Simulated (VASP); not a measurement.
Here is a VASP 6.6.1 calculation.

The input INCAR:

```
SYSTEM = SrO
ALGO = Normal ; EDIFF = 1E-6
ENCUT = 520 ; ISIF = 2
ISMEAR = -1 ; LASPH = .True.
LCHARG = .False. ; LREAL = .False.
LWAVE = .False. ; NBANDS = 24
NELM = 60 ; PREC = Accurate
SIGMA = 0.05
```

File KPOINTS:

```
k-points
0
Gamma
  9 9 5
  0 0 0
```

File POSCAR:

```
SrO
1.0
    3.6000472431      0.0000000000      0.0000000000
   -1.8000236215      3.1177323673      0.0000000000
    0.0000000000      0.0000000000      6.2991199937
Sr O
2 2
Direct
    0.6666666667      0.3333333333      0.7500000000
    0.3333333333      0.6666666667      0.2500000000
    0.0000000000      0.0000000000      0.5000000000
    0.0000000000      0.0000000000      0.0000000000
```

Potentials or basis: VASP PAW LDA potentials, release 64 (Sr_sv, O).

The run is started by

```sh
$ cat potpaw_LDA.64/Sr_sv/POTCAR potpaw_LDA.64/O/POTCAR > POTCAR
$ mpirun -np 1 vasp_std > vasp.out
```

**Question.** Estimate the pressure.

**Answer.** -7.8 GPa.

**Question.** What does it give for the band gap on the k mesh?

**Answer.** 2.66 eV, direct.

Stress tensor (GPa, compression positive):
```
-7.31  0.00  0.00
 0.00 -7.31  0.00
 0.00  0.00 -8.71
```

 A k mesh can miss the band edges.
